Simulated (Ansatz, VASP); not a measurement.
**Two plane-wave programs on VSi2**

```xyz
6
Lattice="-2.3937 2.3937 4.0137 2.3937 -2.3937 4.0137 2.3937 2.3937 -4.0137" Properties=species:S:1:pos:R:3 pbc="T T T"
V     0.0000    0.0000    0.0000
V     0.0000    2.3937    2.0069
Si    0.0000    0.0000    2.4970
Si    2.3937    0.0000    0.4901
Si    2.3937    0.0000    3.5236
Si    0.0000    0.0000    5.5305
```

Alike in both runs: functional PBE; k mesh 12 × 12 × 12; occupations gaussian, width 0.1 eV; no spin polarisation.

Ansatz relaxed the structure, and its values are those at the end. VASP's run is a single point on that final structure, the one shown.

```csv
,VASP,Ansatz
version,VASP 6.6.1,Ansatz 0.2.0
potentials or method,"VASP PAW PBE potentials, release 64 (V_sv, Si), cutoff 520 eV","scalar-relativistic, plane waves, PAW"
valence electrons in the cell,42,42
```

|  | VASP | Ansatz | Ansatz less VASP |
| --- | --- | --- | --- |
| gap on the k mesh at the Fermi level (eV) | none | none | - |
| pressure (GPa) | 0.0 | 0.0 | -0.03 |
| rms of the force components (eV/Å) | 0.006 | 0.003 | -0.0031 |

A gap of «none» marks a metal or a gap that the smearing closes. With one functional, cell and mesh, what is left measures potentials, basis and numerics.
